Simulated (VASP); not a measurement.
Set up this calculation in VASP 6.6.1, as the native input.

```yaml
Task: single point
Functional: revPBE
Potentials_or_basis: VASP PAW PBE potentials, release 64 (Ge_d)
Cutoff: 520 eV
k_mesh: 16 × 16 × 5
Occupations: fermi-dirac, width 0.1 eV
Spin: no spin polarisation
Dipole_correction: no
Further_INCAR_settings: ALGO = Normal; EDIFF = 1e-07; NBANDS = 36
```

The structure of Ge lies in POSCAR:

```
Ge
1.0
    3.1156388923      0.0000000000      0.0000000000
   -1.5578194462      2.6982224298      0.0000000000
    0.0000000000      0.0000000000     10.2143837288
Ge
4
Direct
    1.0000000000      1.0000000000      0.0000000000
    1.0000000000      1.0000000000      0.5000000000
    0.3333333333      0.6666666667      0.2500000000
    0.6666666667      0.3333333333      0.7500000000
```

This cell differs from its parent crystal: volume scaled by 1.08.

One way to write it, as run:

INCAR

```
PREC     = Accurate       # precision mode
ENCUT    = 520            # plane-wave cutoff, eV
EDIFF    = 1E-7           # SCF threshold, eV
ISMEAR   = -1             # smearing method
SIGMA    = 0.1            # smearing width, eV
LREAL    = F              # projectors in reciprocal space
LASPH    = T              # aspherical terms in the spheres
NELM     = 80             # most SCF steps
ALGO     = Normal         # electronic algorithm
ISIF     = 2              # what is computed and relaxed
LWAVE    = F              # write WAVECAR
LCHARG   = F              # write CHGCAR
GGA      = RE             # functional
NBANDS   = 36             # bands
```

KPOINTS

```
Automatic mesh
0
Gamma
  16 16 5
```

Potentials or basis: VASP PAW PBE potentials, release 64 (Ge_d).

Run with:

```bash
$ cat potpaw_PBE.64/Ge_d/POTCAR > POTCAR
$ mpirun -np 1 vasp_std > vasp.out
```

Results of the run:

| Item | Value |
| --- | --- |
| Pressure | -3.9 GPa |
| Band gap on the k mesh | zero (band 28 reaches 11.66 eV, above the bottom of band 29 at 3.43 eV) |

Caveat: the PAW data sets were made with another functional, which shifts forces and pressure a little.

Wall time 2.1 min on 1 thread of Intel(R) Xeon(R) 6975P-C (Granite Rapids), with other jobs on the host, peak memory 0.32 GiB.
